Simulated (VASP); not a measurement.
Crystal: Mg5ZnO6.

```
Mg Zn O
1.0
     3.00737   -0.02622   -0.01255
    -0.02622    3.00841    0.02089
    -0.05322    0.08857   12.82077
Mg Zn O
5 1 6
Cartesian
  -0.0036 0.0025 8.5483
  1.3887 1.5613 6.4070
  -0.0776 3.0396 4.3543
  1.4661 1.4905 2.0709
  1.3597 1.5275 10.7772
  0.0789 2.9087 -0.0201
  -0.0302 0.0653 6.3667
  1.5238 1.5525 4.3129
  3.0783 -0.0559 2.1162
  1.4842 1.5752 -0.0206
  2.9262 0.0243 10.6853
  1.4451 1.6623 8.5477
```

```yaml
Program: VASP 6.6.1
Task: relaxation of cell and atoms
Functional: PBE
Potentials_or_basis: VASP PAW PBE potentials, release 64 (Mg, Zn, O)
Cutoff: 600 eV
k_mesh: 4 × 4 × 1
Occupations: gaussian, width 0.1 eV
Spin: no spin polarisation
```

At the start: pressure 2.7 GPa; volume 9.66 Å³/atom.

Problem. Where does the relaxation end?

Solution. Over 16 steps the energy falls by 37.2 meV/atom and the volume is 9.68 Å³/atom (+0.1 %); space group P1 (No. 1, to 0.1 Å) before, P4/mmm (No. 123, to 0.1 Å).

The path:
```tsv
step	energy change (eV)	largest force (eV/Å)	pressure (GPa)	volume (Å³)
1	0.0000	1.3037	2.65	115.98
2	-0.3108	0.4979	-2.59	118.68
3	-0.3300	0.5317	-3.96	119.62
4	-0.4226	0.2112	0.27	115.98
5	-0.4229	0.1909	0.55	115.77
6	-0.4346	0.1201	0.13	116.04
7	-0.4369	0.1780	-0.12	116.21
8	-0.4414	0.0896	-0.08	116.18
9	-0.4415	0.1044	-0.07	116.17
10	-0.4436	0.0480	0.06	116.06
11	-0.4439	0.0749	0.15	116.00
12	-0.4451	0.0421	-0.07	116.16
13	-0.4452	0.0387	-0.16	116.22
14	-0.4457	0.0360	0.09	116.04
15	-0.4457	0.0370	0.13	116.01
16	-0.4460	0.0158	0.01	116.10
```

Final structure:
```cif
data_structure
_symmetry_space_group_name_H-M 'P 1'
_symmetry_Int_Tables_number 1
_cell_length_a 3.0155
_cell_length_b 3.0158
_cell_length_c 12.7672
_cell_angle_alpha 89.980
_cell_angle_beta 90.009
_cell_angle_gamma 90.025
_cell_volume 116.10
loop_
_atom_site_label
_atom_site_type_symbol
_atom_site_fract_x
_atom_site_fract_y
_atom_site_fract_z
_atom_site_occupancy
Mg1 Mg 0.99878 0.00060 0.66533 1
Mg2 Mg 0.49919 0.50052 0.50000 1
Mg3 Mg 0.00083 0.00045 0.33460 1
Mg4 Mg 0.50108 0.49967 0.16718 1
Mg5 Mg 0.49994 0.49970 0.83283 1
Zn1 Zn 0.00022 0.99898 0.00005 1
O1 O 0.99920 0.00048 0.49998 1
O2 O 0.50071 0.50016 0.33425 1
O3 O 0.00092 0.99988 0.16955 1
O4 O 0.50061 0.49917 0.00007 1
O5 O 0.99963 0.00012 0.83048 1
O6 O 0.49887 0.50028 0.66569 1
```

Caveat: the k points lie up to 0.52 Å⁻¹ apart in the final cell.
